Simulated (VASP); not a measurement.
Wanted: the native input for a VASP 6.6.1 run.

* Task: single point
* Functional: r2SCAN
* Potentials or basis: VASP PAW PBE potentials, release 64 (K_sv, Cl)
* Cutoff: 520 eV
* k mesh: 6 × 6 × 6
* Occupations: gaussian, width 0.01 eV
* Spin: no spin polarisation
* Dipole correction: no
* Further INCAR settings: ALGO = Normal; EDIFF = 1e-07; NBANDS = 15

Crystal: KCl.

```
K Cl
1.0
     0.05605    3.52651    3.52651
     3.52651    0.05605    3.52651
     3.52651    3.52651    0.05605
K Cl
1 1
Direct
  0.00186 0.00186 0.00186
  0.24814 0.24814 0.24814
```

This cell differs from its parent crystal: epitaxial 111 strain -1.1%.

One way to write it, as run:

POSCAR

```
KCl
1.0
    0.0560547066      3.5265110673      3.5265110673
    3.5265110673      0.0560547066      3.5265110673
    3.5265110673      3.5265110673      0.0560547066
K Cl
1 1
Direct
    0.0018627498      0.0018627498      0.0018627498
    0.2481372502      0.2481372502      0.2481372502
```

INCAR.step1

```
SYSTEM = KCl
  PREC = Accurate
  ENCUT = 520
  ISMEAR = 0
  SIGMA = 0.01
  LREAL = .False.
  LASPH = .True.
  NELM = 80
  NBANDS = 15
  GGA = PE
  ALGO = Normal
  EDIFF = 1E-4
  LWAVE = .True.
  LCHARG = .False.
```

INCAR.step2

```
SYSTEM = KCl
  PREC = Accurate
  ENCUT = 520
  EDIFF = 1E-7
  ISMEAR = 0
  SIGMA = 0.01
  LREAL = .False.
  LASPH = .True.
  NELM = 80
  ALGO = Normal
  ISIF = 2
  LWAVE = .False.
  LCHARG = .False.
  METAGGA = R2SCAN
  LMIXTAU = .True.
  NBANDS = 15
  ISTART = 1
```

KPOINTS

```
Automatic mesh
0
Gamma
  6 6 6
  0 0 0
```

Potentials or basis: VASP PAW PBE potentials, release 64 (K_sv, Cl).

Run with:

```console
$ cat potpaw_PBE.64/K_sv/POTCAR potpaw_PBE.64/Cl/POTCAR > POTCAR
$ cp INCAR.step1 INCAR
$ mpirun -np 1 vasp_std > vasp.out
$ cp INCAR.step2 INCAR
$ mpirun -np 1 vasp_std > vasp.out
```

It gave:

```
Pressure               : 0.1 GPa
Band gap on the k mesh : 5.35 eV, indirect (least direct gap 5.39 eV)
```

Caveat: the cell differs from its parent crystal (epitaxial 111 strain -1.1%); the PAW data sets were made with another functional, which shifts forces and pressure a little.

Wall time 2.3 min on 1 thread of Intel(R) Xeon(R) 6975P-C (Granite Rapids) (shared host), peak memory 0.26 GiB.
